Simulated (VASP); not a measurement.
# NbH2 (Fm-3m) in VASP: single point with PBEsol+U

Aim: the single point of NbH2 with PBEsol+U.

Program: VASP 6.6.1. These are calculated values, not measurements. Logs are shortened: lines on timing, memory, paths and dates and some standing lists are left out, and cuts for length are marked.

### Step 1. The cell of the first run

The structure is cubic, space group Fm-3m (No. 225). The conventional cell has a = 4.629 Å, b = 4.629 Å, c = 4.629 Å, α = 90.00°, β = 90.00°, γ = 90.00°. Nb (site symmetry m-3m) has 8 H at 2.00 Å within 2.7 Å. H (site symmetry -43m) has 4 Nb at 2.00 Å and 6 H at 2.31 Å within 2.7 Å.

### Step 2. Single point, PBEsol+U, non-collinear spin, typed start, spin-orbit coupling

INCAR reads:

```
SYSTEM = NbH2
PREC = Accurate
ENCUT = 520
EDIFF = 1E-6
ISMEAR = 0
SIGMA = 0.1088
LREAL = .FALSE.
LASPH = .TRUE.
NELM = 150
ALGO = Normal
ISIF = 2
LWAVE = .FALSE.
LCHARG = .FALSE.
MAGMOM = 0 0.707 0.707 0 0 0 0 0 0
LORBIT = 11
LSORBIT = .TRUE.
GGA_COMPAT = .FALSE.
LORBMOM = .TRUE.
LMAXMIX = 4
LDAU = .TRUE.
LDAUTYPE = 2
LDAUL = 2 -1
LDAUU = 2.84 0
LDAUJ = 0 0
LDAUPRINT = 1
GGA = PS
NBANDS = 28
```

KPOINTS reads:

```
regular mesh
0
G
  8 8 8
  0 0 0
```

POSCAR reads:

```
NbH2
1.0
    0.0000000000      2.3146160000      2.3146160000
    2.3146160000      0.0000000000      2.3146160000
    2.3146160000      2.3146160000      0.0000000000
Nb H
1 2
Direct
    0.0000000000      0.0000000000      0.0000000000
    0.2500000000      0.2500000000      0.2500000000
    0.7500000000      0.7500000000      0.7500000000
```

Potentials or basis: VASP PAW PBE potentials, release 64 (Nb_sv, H).

Command:

```
> cat potpaw_PBE.64/Nb_sv/POTCAR potpaw_PBE.64/H/POTCAR > POTCAR
> mpirun -np 1 vasp_ncl > vasp.out
```

OUTCAR:

```text
SYSTEM = NbH2
   PREC = Accurate
   ENCUT = 520
   EDIFF = 1E-6
   ISMEAR = 0
   LREAL = .FALSE.
   LASPH = .TRUE.
   NELM = 150
   ISIF = 2
   LORBIT = 11
   LSORBIT = .TRUE.
   GGA = PS

 ion  position               nearest neighbor table
   1  0.000  0.000  0.000-
   2  0.250  0.250  0.250-
   3  0.750  0.750  0.750-

  LATTYP: Found a face centered cubic cell.
 ALAT       =     4.6292320000

  Lattice vectors:

 A1 = (   0.0000000000,   2.3146160000,   2.3146160000)
 A2 = (   2.3146160000,   0.0000000000,   2.3146160000)
 A3 = (   2.3146160000,   2.3146160000,   0.0000000000)

Analysis of symmetry for initial positions (statically):
=====================================================================
 Subroutine PRICEL returns:
 Original cell was already a primitive cell.

 Routine SETGRP: Setting up the symmetry group for a
 face centered cubic supercell.

 Subroutine GETGRP returns: Found 48 space group operations
 (whereof 48 operations were pure point group operations)
 out of a pool of 48 trial point group operations.

The static configuration has the point symmetry O_h .

Analysis of symmetry for dynamics (positions and initial velocities):
=====================================================================
 Subroutine PRICEL returns:
 Original cell was already a primitive cell.

 Routine SETGRP: Setting up the symmetry group for a
 face centered cubic supercell.

 Subroutine GETGRP returns: Found 48 space group operations
 (whereof 48 operations were pure point group operations)
 out of a pool of 48 trial point group operations.

The dynamic configuration has the point symmetry O_h .

Analysis of structural, dynamic, and magnetic symmetry:
=====================================================================
 Subroutine PRICEL returns:
 Original cell was already a primitive cell.

 Routine SETGRP: Setting up the symmetry group for a
 face centered cubic supercell.

 Subroutine GETGRP returns: Found  4 space group operations
 (whereof  4 operations were pure point group operations)
 out of a pool of 48 trial point group operations.

The overall configuration has the point symmetry C_2h.

 Subroutine INISYM returns: Found  4 space group operations
 (whereof  4 operations are pure point group operations),
 and found     1 'primitive' translations

----------------------------------------------------------------------------------------

                                     Primitive cell

  volume of cell :      24.8009

  direct lattice vectors                    reciprocal lattice vectors
     0.000000000  2.314616000  2.314616000    -0.216018553  0.216018553  0.216018553
     2.314616000  0.000000000  2.314616000     0.216018553 -0.216018553  0.216018553
     2.314616000  2.314616000  0.000000000     0.216018553  0.216018553 -0.216018553

  length of vectors
     3.273361339  3.273361339  3.273361339     0.374155110  0.374155110  0.374155110

  position of ions in fractional coordinates (direct lattice)
     0.000000000  0.000000000  0.000000000
     0.250000000  0.250000000  0.250000000
     0.750000000  0.750000000  0.750000000

  ion indices of the primitive-cell ions
   primitive index   ion index
                 1           1
                 2           2
                 3           3

----------------------------------------------------------------------------------------

 KPOINTS: regular mesh

Automatic generation of k-mesh.
 Grid dimensions read from file:
 generate k-points for:    8    8    8

 Generating k-lattice:

  Cartesian coordinates                     Fractional coordinates (reciprocal lattice)
    -0.027002319  0.027002319  0.027002319     0.125000000  0.000000000  0.000000000
     0.027002319 -0.027002319  0.027002319     0.000000000  0.125000000  0.000000000
[... 148 lines left out ...]
  o =  0.2547  v =  0.2018 -0.0009 -0.0017 -0.0933  0.0000 -0.0005 -0.0097  0.2594 -0.0004 -0.2691      0.0000  0.0234 -0.4056 -0.0004  0.7771 -0.0698 -0.0004  0.0029 -0.1921  0.0021

 number of electron      15.0000003 magnetization       0.0000000      0.0000020      0.0000020

 Free energy of the ion-electron system (eV)
  ---------------------------------------------------
  ext. energy  EPLUGINS =         0.00000000
  ---------------------------------------------------
  free energy    TOTEN  =       -15.91504923 eV

  energy without entropy =      -15.90601802  energy(sigma->0) =      -15.91053362

 E-fermi :   9.7510     XC(G=0): -11.9715

 val. band max:        9.7347786023   @ k =   0.0000   0.2500   0.2500
 cond. band min:       9.7893706424   @ k =   0.0000  -0.2500   0.2500
 fundamental gap:      0.0545920401
 Fermi energy:         9.7510483690

 k-point     1 :       0.0000    0.0000    0.0000
  band No.  band energies     occupation
      1     -46.2982      1.00000
      2     -46.2982      1.00000
      3     -23.5101      1.00000
      4     -23.5101      1.00000
      5     -21.4186      1.00000
      6     -21.4186      1.00000
[... 709 lines left out ...]
     26      19.2580      0.00000
     27      21.6395      0.00000

 [... further k-points ...]

 [bands above 27 left out]

------------------------ aborting loop because EDIFF is reached ----------------------------------------

  FORCE on cell =-STRESS in cart. coord.  units (eV):
  Direction    XX          YY          ZZ          XY          YZ          ZX
  --------------------------------------------------------------------------------------
  -------------------------------------------------------------------------------------
  Total       -1.3060426     -1.3060700     -1.3060700     -0.0000016     -0.0000033      0.0000016
  in kB      -84.3725331    -84.3742983    -84.3742983     -0.0001060     -0.0002109      0.0001040
  external PRESSURE =     -84.3737099 kB  Pullay stress =       0.0000000 kB

 VOLUME and BASIS-vectors are now :
 -----------------------------------------------------------------------------
  energy-cutoff  :      520.00
  volume of cell :       24.80
      direct lattice vectors                 reciprocal lattice vectors
     0.000000000  2.314616000  2.314616000    -0.216018553  0.216018553  0.216018553
     2.314616000  0.000000000  2.314616000     0.216018553 -0.216018553  0.216018553
     2.314616000  2.314616000  0.000000000     0.216018553  0.216018553 -0.216018553

 POSITION                                       TOTAL-FORCE (eV/Angst)
 -----------------------------------------------------------------------------------
      0.00000      0.00000      0.00000         0.000000      0.000000     -0.000000
      1.15731      1.15731      1.15731         0.000000      0.000000     -0.000000
      3.47192      3.47192      3.47192        -0.000000     -0.000000      0.000000
 -----------------------------------------------------------------------------------
    total drift:                               -0.000000      0.000000      0.000000

  FREE ENERGIE OF THE ION-ELECTRON SYSTEM (eV)
  ---------------------------------------------------
  free  energy   TOTEN  =       -15.9150492286 eV

  energy  without entropy=      -15.9060180152  energy(sigma->0) =      -15.91053362

 orbital moment (x)

 # of ion     p       d       tot
 ----------------------------------------
  1         0.000   0.000   0.000
  2         0.000   0.000   0.000
  3         0.000   0.000   0.000
 ----------------------------------------
            0.000   0.000   0.000

 orbital moment (y)

 # of ion     p       d       tot
 ----------------------------------------
  1        -0.000  -0.000  -0.000
  2         0.000   0.000   0.000
  3         0.000   0.000   0.000
 ----------------------------------------
           -0.000  -0.000  -0.000

 orbital moment (z)

 # of ion     p       d       tot
 ----------------------------------------
  1        -0.000  -0.000  -0.000
  2         0.000   0.000   0.000
  3         0.000   0.000   0.000
 ----------------------------------------
           -0.000  -0.000  -0.000

 Spin-Orbit-Coupling matrix elements

 Ion:    1  E_soc:     -0.1756474
 l=   1
     0.0000000    -0.0265014    -0.0265014
    -0.0265014     0.0000000    -0.0265014
    -0.0265014    -0.0265014     0.0000000
 l=   2
     0.0000000    -0.0004014     0.0000000    -0.0004014    -0.0023718
    -0.0004014     0.0000000    -0.0017788    -0.0004014    -0.0005929
     0.0000000    -0.0017788     0.0000000    -0.0017788     0.0000000
    -0.0004014    -0.0004014    -0.0017788     0.0000000    -0.0005929
    -0.0023718    -0.0005929     0.0000000    -0.0005929     0.0000000
 l=   3
     0.0000000     0.0000000     0.0000000     0.0000000     0.0000000     0.0000000     0.0000000
     0.0000000     0.0000000     0.0000000     0.0000000     0.0000000     0.0000000     0.0000000
     0.0000000     0.0000000     0.0000000     0.0000000     0.0000000     0.0000000     0.0000000
     0.0000000     0.0000000     0.0000000     0.0000000     0.0000000     0.0000000     0.0000000
[... 29 lines left out ...]
 l=   2
     0.0000000     0.0000000     0.0000000     0.0000000     0.0000000
     0.0000000     0.0000000     0.0000000     0.0000000     0.0000000
     0.0000000     0.0000000     0.0000000     0.0000000     0.0000000
     0.0000000     0.0000000     0.0000000     0.0000000     0.0000000
     0.0000000     0.0000000     0.0000000     0.0000000     0.0000000
 l=   3
     0.0000000     0.0000000     0.0000000     0.0000000     0.0000000     0.0000000     0.0000000
     0.0000000     0.0000000     0.0000000     0.0000000     0.0000000     0.0000000     0.0000000
     0.0000000     0.0000000     0.0000000     0.0000000     0.0000000     0.0000000     0.0000000
     0.0000000     0.0000000     0.0000000     0.0000000     0.0000000     0.0000000     0.0000000
     0.0000000     0.0000000     0.0000000     0.0000000     0.0000000     0.0000000     0.0000000
     0.0000000     0.0000000     0.0000000     0.0000000     0.0000000     0.0000000     0.0000000
     0.0000000     0.0000000     0.0000000     0.0000000     0.0000000     0.0000000     0.0000000

 total charge

# of ion       s       p       d       tot
------------------------------------------
    1        2.132   6.016   2.271  10.419
    2        0.557   0.026   0.000   0.582
    3        0.557   0.026   0.000   0.582
--------------------------------------------------
tot          3.245   6.067   2.271  11.583

 magnetization (x)

# of ion       s       p       d       tot
------------------------------------------
    1        0.000   0.000   0.000   0.000
    2        0.000   0.000   0.000   0.000
    3        0.000   0.000   0.000   0.000
--------------------------------------------------
tot          0.000   0.000   0.000   0.000

 magnetization (y)

# of ion       s       p       d       tot
------------------------------------------
    1        0.000   0.000   0.000   0.000
    2       -0.000  -0.000   0.000  -0.000
    3       -0.000  -0.000   0.000  -0.000
--------------------------------------------------
tot          0.000   0.000   0.000   0.000

 magnetization (z)

# of ion       s       p       d       tot
------------------------------------------
    1        0.000   0.000   0.000   0.000
    2       -0.000  -0.000   0.000  -0.000
    3       -0.000  -0.000   0.000  -0.000
--------------------------------------------------
tot          0.000   0.000   0.000   0.000
```

It took 3.8 min on 1 thread of Intel Xeon Platinum 8375C at 2.90GHz (Ice Lake), shared host; peak memory 0.31 GiB.

Results:

```
Free energy                                           : -15.9150 eV
Pressure                                              : -8.4 GPa
Net moment                                            : 0.00 μB per cell
Valence electrons inside the program's atomic spheres : Nb 10.42; H 0.58
```

Moments on the atoms (μB; x, y, z):
```
Nb  0.00 0.00 0.00
H   0.00 0.00 0.00
H   0.00 0.00 0.00
```

Caveat: the PAW data sets were made with another functional, which shifts forces and pressure a little; the U is typed as a test and isn't derived for this compound. The state reached can hang on the start; a lower one may exist.
